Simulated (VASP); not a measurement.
# Sn (Im-3m) in VASP: a series of runs

Runs on Sn. Level: PBEsol. Tasks: single point.

All numbers are computed with VASP 6.6.1; they aren't measurements. Logs are shortened: lines on timing, memory, paths and dates and some standing lists are left out, and cuts for length are marked.

### Step 1. The cell of the first run

It takes space group Im-3m (No. 229, cubic). Conventional cell: a = 3.736 Å, b = 3.736 Å, c = 3.736 Å, α = 90.00°, β = 90.00°, γ = 90.00°. Sn (site symmetry m-3m) has 14 Sn at 3.24 to 3.74 Å within 4.3 Å.

### Step 2. Single point, PBEsol

The input, INCAR:

```
  PREC = Accurate
  ENCUT = 520
  EDIFF = 1E-6
  ISMEAR = -1
  SIGMA = 0.1
  LREAL = F
  LASPH = T
  NELM = 100
  ALGO = Normal
  ISIF = 2
  LWAVE = F
  LCHARG = T
  GGA = PS
  LELF = T
  LVHAR = T
  NBANDS = 13
```

The input, KPOINTS:

```
regular mesh
0
Gamma
  13 13 13
```

The input, POSCAR:

```
Sn
1.0
   -1.8678360732      1.8678360732      1.8678360732
    1.8678360732     -1.8678360732      1.8678360732
    1.8678360732      1.8678360732     -1.8678360732
Sn
1
Direct
    0.0000000000      0.0000000000      0.0000000000
```

Potentials or basis: VASP PAW PBE potentials, release 64 (Sn_d).

The run is started by

```
$ cat potpaw_PBE.64/Sn_d/POTCAR > POTCAR
$ mpirun -np 1 vasp_std > vasp.out
```

OUTCAR:

```text
PREC = Accurate
   ENCUT = 520
   EDIFF = 1E-6
   ISMEAR = -1
   LREAL = F
   LASPH = T
   NELM = 100
   ISIF = 2
   GGA = PS

 ion  position               nearest neighbor table
   1  0.000  0.000  0.000-

  LATTYP: Found a body centered cubic cell.
 ALAT       =     3.7356721464

  Lattice vectors:

 A1 = (  -1.8678360732,   1.8678360732,   1.8678360732)
 A2 = (   1.8678360732,  -1.8678360732,   1.8678360732)
 A3 = (   1.8678360732,   1.8678360732,  -1.8678360732)

Analysis of symmetry for initial positions (statically):
=====================================================================
 Subroutine PRICEL returns:
 Original cell was already a primitive cell.

 Routine SETGRP: Setting up the symmetry group for a
 body centered cubic supercell.

 Subroutine GETGRP returns: Found 48 space group operations
 (whereof 48 operations were pure point group operations)
 out of a pool of 48 trial point group operations.

The static configuration has the point symmetry O_h .

Analysis of symmetry for dynamics (positions and initial velocities):
=====================================================================
 Subroutine PRICEL returns:
 Original cell was already a primitive cell.

 Routine SETGRP: Setting up the symmetry group for a
 body centered cubic supercell.

 Subroutine GETGRP returns: Found 48 space group operations
 (whereof 48 operations were pure point group operations)
 out of a pool of 48 trial point group operations.

The dynamic configuration has the point symmetry O_h .

 Subroutine INISYM returns: Found 48 space group operations
 (whereof 48 operations are pure point group operations),
 and found     1 'primitive' translations

----------------------------------------------------------------------------------------

                                     Primitive cell

  volume of cell :      26.0661

  direct lattice vectors                    reciprocal lattice vectors
    -1.867836073  1.867836073  1.867836073     0.000000000  0.267689444  0.267689444
     1.867836073 -1.867836073  1.867836073     0.267689444  0.000000000  0.267689444
     1.867836073  1.867836073 -1.867836073     0.267689444  0.267689444  0.000000000

  length of vectors
     3.235186979  3.235186979  3.235186979     0.378570042  0.378570042  0.378570042

  position of ions in fractional coordinates (direct lattice)
     0.000000000  0.000000000  0.000000000

  ion indices of the primitive-cell ions
   primitive index   ion index
                 1           1

[... 77 lines left out ...]
   ISIF   =      2    stress and relaxation
   ISYM   =      2    0-nonsym 1-usesym 2-fastsym
   POTIM  = 0.5000    time-step for ionic-motion
   TEBEG  =    0.0;   TEEND  =   0.0 temperature during run
   PSTRESS=    0.0 pullay stress
   NELECT =      14.0000    total number of electrons
   NUPDOWN=      -1.0000    fix difference up-down
   EMIN   =  10.00;   EMAX   =-10.00  energy-range for DOS
   EFERMI =   0.00;   METHOD = LEGACY
   ISMEAR =    -1;   SIGMA  =   0.10  broadening in eV -4-tet -1-fermi 0-gaus
   EFERMI_NEDOS =   21; number of points for ismear=-14 and -15
   IALGO  =     38    algorithm
   IMIX   =      4    mixing-type and parameters
     AMIX     =   0.40;   BMIX     =  1.00
     AMIX_MAG =   1.60;   BMIX_MAG =  1.00
  volume/ion in A,a.u.               =      26.07       175.90
  Fermi-wavevector in a.u.,A,eV,Ry     =   1.330737  2.514727 24.094010  1.770860
  Thomas-Fermi vector in A             =   2.459801
   LORBIT       =      0    0 simple, 1 ext, 2 COOP (PROOUT), +10 PAW based schemes
   GGA     = PS    functional components
   LHFCALC =     F    Hartree Fock is set to
   AEXX    =    0.0000 exact exchange contribution
   IVDW    =     0    specifies the selected vdW correction
   LEPSILON=     F    determine dielectric tensor
   LRPA    =     F    only Hartree local field effects (RPA)
 non-spin polarized calculation
  energy-cutoff  :      520.00
  volume of cell :       26.07
 maximum number of plane-waves:       715
   NGX = 13   NGY = 13   NGZ = 13

 number of electron      13.9999991 magnetization

 Free energy of the ion-electron system (eV)
  ---------------------------------------------------
  ext. energy  EPLUGINS =         0.00000000
  ---------------------------------------------------
  free energy    TOTEN  =        -4.23867553 eV

  energy without entropy =       -4.21704181  energy(sigma->0) =       -4.22785867

 E-fermi :   8.4098     XC(G=0): -10.7034

 val. band max:        8.3826531338   @ k =   0.2308   0.1538  -0.0000
 cond. band min:       8.5043959728   @ k =  -0.3846  -0.4615   0.0769
 fundamental gap:      0.1217428390
 Fermi energy:         8.4098487434

 k-point     1 :       0.0000    0.0000    0.0000
  band No.  band energies     occupation
      1     -13.0276      2.00000
      2     -13.0276      2.00000
      3     -13.0276      2.00000
      4     -12.8688      2.00000
      5     -12.8688      2.00000
      6      -2.9659      2.00000
      7      16.7892      0.00000
      8      16.7892      0.00000
      9      16.7892      0.00000
     10      20.6520      0.00000
     11      20.6520      0.00000
     12      20.6520      0.00000
     13      21.5123      0.00000
[... 354 lines left out ...]
  band No.  band energies     occupation
      1     -13.0539      2.00000
      2     -13.0060      2.00000
      3     -12.8879      2.00000
      4     -12.8747      2.00000
      5     -12.8510      2.00000
      6      -0.5567      2.00000
      7       8.3306      1.37666
      8      11.5961      0.00000
      9      12.7966      0.00000
     10      19.3304      0.00000
     11      19.7292      0.00000
     12      22.0092      0.00000
     13      23.6699      0.00000

 [... further k-points ...]

------------------------ aborting loop because EDIFF is reached ----------------------------------------

  FORCE on cell =-STRESS in cart. coord.  units (eV):
  Direction    XX          YY          ZZ          XY          YZ          ZX
  --------------------------------------------------------------------------------------
  -------------------------------------------------------------------------------------
  Total        0.0399426      0.0399426      0.0399426      0.0000000      0.0000000     -0.0000000
  in kB        2.4551066      2.4551066      2.4551066      0.0000000      0.0000000     -0.0000000
  external PRESSURE =       2.4551066 kB  Pullay stress =       0.0000000 kB

 VOLUME and BASIS-vectors are now :
 -----------------------------------------------------------------------------
  energy-cutoff  :      520.00
  volume of cell :       26.07
      direct lattice vectors                 reciprocal lattice vectors
    -1.867836073  1.867836073  1.867836073     0.000000000  0.267689444  0.267689444
     1.867836073 -1.867836073  1.867836073     0.267689444  0.000000000  0.267689444
     1.867836073  1.867836073 -1.867836073     0.267689444  0.267689444  0.000000000

 POSITION                                       TOTAL-FORCE (eV/Angst)
 -----------------------------------------------------------------------------------
      0.00000      0.00000      0.00000        -0.000000      0.000000      0.000000
 -----------------------------------------------------------------------------------
    total drift:                                0.000000      0.000000      0.000000

  FREE ENERGIE OF THE ION-ELECTRON SYSTEM (eV)
  ---------------------------------------------------
  free  energy   TOTEN  =        -4.2386755297 eV

  energy  without entropy=       -4.2170418150  energy(sigma->0) =       -4.22785867
```

OSZICAR:

```text
N       E                     dE             d eps       ncg     rms          rms(c)
DAV:   1     0.792224011945E+02    0.79222E+02   -0.72507E+03  2240   0.164E+03
DAV:   2     0.136091608778E+01   -0.77861E+02   -0.75040E+02  2274   0.329E+02
DAV:   3    -0.414566358694E+01   -0.55066E+01   -0.54844E+01  2685   0.726E+01
DAV:   4    -0.425726871251E+01   -0.11161E+00   -0.11158E+00  2572   0.111E+01
DAV:   5    -0.426110431980E+01   -0.38356E-02   -0.38356E-02  2762   0.200E+00    0.146E+00
DAV:   6    -0.424413698736E+01    0.16967E-01   -0.17547E-02  2749   0.239E+00    0.781E-01
DAV:   7    -0.423899091260E+01    0.51461E-02   -0.96685E-03  2739   0.168E+00    0.124E-01
DAV:   8    -0.423867537614E+01    0.31554E-03   -0.75279E-04  2707   0.474E-01    0.214E-02
DAV:   9    -0.423867515263E+01    0.22351E-06   -0.14318E-05  3063   0.472E-02    0.133E-02
DAV:  10    -0.423867552968E+01   -0.37705E-06   -0.83101E-07  1891   0.959E-03
   1 F= -.42386755E+01 E0= -.42278587E+01  d E =-.216337E-01
```

stdout:

```text
POSCAR found type information on POSCAR Sn
 POSCAR found :  1 types and       1 ions
 scaLAPACK will be used
 -----------------------------------------------------------------------------
|                                                                             |
|                                                                             |
|     You enforced a specific xc type in the INCAR file but a different       |
|     I HOPE YOU KNOW WHAT YOU ARE DOING!                                     |
|                                                                             |
 -----------------------------------------------------------------------------

 LDA part: xc-table for (Slater+PW92), standard interpolation
 POSCAR, INCAR and KPOINTS ok, starting setup
 FFT: planning ... GRIDC
 FFT: planning ... GRID_SOFT
 FFT: planning ... GRID
 WAVECAR not read
 entering main loop
```

Wall time 9 s (1 thread of Intel Xeon 6975P-C, shared host); peak memory 0.15 GiB.

Results:

| Quantity | Value |
| --- | --- |
| Free energy | -4.2387 eV |
| Pressure | 0.2 GPa |
| Band gap on the k mesh | zero (band 7 reaches 16.79 eV, above the bottom of band 8 at 5.96 eV) |

Caveat: the PAW data sets were made with another functional, which shifts forces and pressure a little; spin-orbit coupling is left out, which moves the levels of the heavy elements.

### Step 3. Single point, PBEsol (volume scaled by 1.04)

The input, INCAR:

```
PREC = Accurate
ENCUT = 520
EDIFF = 1E-7
ISMEAR = -1
SIGMA = 0.1
LREAL = False
LASPH = True
NELM = 100
ALGO = Normal
ISIF = 2
LWAVE = False
LCHARG = False
GGA = PS
NBANDS = 13
```

The input, KPOINTS:

```
Automatic mesh
0
Gamma
  13 13 13
```

The input, POSCAR:

```
Sn
1.0
   -1.8924156823      1.8924156823      1.8924156823
    1.8924156823     -1.8924156823      1.8924156823
    1.8924156823      1.8924156823     -1.8924156823
Sn
1
Direct
    0.0000000000      0.0000000000      0.0000000000
```

Potentials or basis: VASP PAW PBE potentials, release 64 (Sn_d).

The run is started by

```
$ cat potpaw_PBE.64/Sn_d/POTCAR > POTCAR
$ mpirun -np 1 vasp_std > vasp.out
```

Run time: 12 s. Hardware: 1 thread of Intel Xeon 6975P-C, shared host; peak memory 0.15 GiB.

The run converged. Its results:

| Property | Result |
| --- | --- |
| Free energy | -4.2338 eV |
| Pressure | -1.8 GPa |
| Band gap on the k mesh | zero (band 7 reaches 15.93 eV, above the bottom of band 8 at 5.60 eV) |

Levels at points of the mesh, in eV from the Fermi level:
| k point | band 3 | band 4 | band 5 | band 6 | band 7 | band 8 | band 9 | band 10 | band 11 | band 12 |
| --- | --- | --- | --- | --- | --- | --- | --- | --- | --- | --- |
| (0.00, 0.00, 0.00) | -21.41 | -21.27 | -21.27 | -11.08 | 8.01 | 8.01 | 8.01 | 12.16 | 12.16 | 12.16 |

Caveat: the PAW data sets were made with another functional, which shifts forces and pressure a little; spin-orbit coupling is left out, which moves the levels of the heavy elements.

### Step 4. Single point, PBEsol (volume scaled by 1.08)

The input, INCAR:

```
SYSTEM = Sn
  ALGO = Normal
  EDIFF = 1E-6
  ENCUT = 520
  GGA = PS
  ISIF = 2
  ISMEAR = -1
  LASPH = .TRUE.
  LCHARG = .FALSE.
  LREAL = .FALSE.
  LWAVE = .FALSE.
  NBANDS = 13
  NELM = 100
  PREC = Accurate
  SIGMA = 0.1
```

The input, KPOINTS:

```
k-points
0
G
  13 13 13
  0 0 0
```

The input, POSCAR:

```
Sn
1.0
   -1.9163728545      1.9163728545      1.9163728545
    1.9163728545     -1.9163728545      1.9163728545
    1.9163728545      1.9163728545     -1.9163728545
Sn
1
Direct
    0.0000000000      0.0000000000      0.0000000000
```

The run is started by

```
$ cat potpaw_PBE.64/Sn_d/POTCAR > POTCAR
$ mpirun -np 1 vasp_std > vasp.out
```

It took 26 s on 1 thread of Intel Xeon 6975P-C, shared host; peak memory 0.17 GiB.

It converged, with:

- Free energy: -4.2172 eV
- Pressure: -3.4 GPa
- Band gap on the k mesh: zero (band 7 reaches 15.14 eV, above the bottom of band 8 at 5.27 eV)

Levels at points of the mesh, in eV from the Fermi level:
```tsv
k point	band 5	band 6	band 7	band 8	band 9	band 10
(0.00, 0.00, 0.00)	-21.26	-10.81	7.67	7.67	7.67	12.08
```

Caveat: the PAW data sets were made with another functional, which shifts forces and pressure a little; spin-orbit coupling is left out, which moves the levels of the heavy elements.

### Step 5. Overview

```tsv
cell	gap on the mesh (eV)	pressure (GPa)
a = 3.235 Å, angles 109.5°, 1 atom	none	0.2
a = 3.278 Å, angles 109.5°, 1 atom	none	-1.8
a = 3.319 Å, angles 109.5°, 1 atom	none	-3.4
```

Alike in all rows: task single point; level PBEsol; potentials or basis VASP PAW PBE potentials, release 64 (Sn_d); no spin polarisation; k mesh 13 × 13 × 13; cutoff (eV) 520; smearing fermi-dirac 0.1 eV.

Caveats: the PAW data sets were made with another functional, which shifts forces and pressure a little; spin-orbit coupling is left out, which moves the levels of the heavy elements.

Total energies depend on the potentials used, so only differences within one code and one set of settings carry meaning.
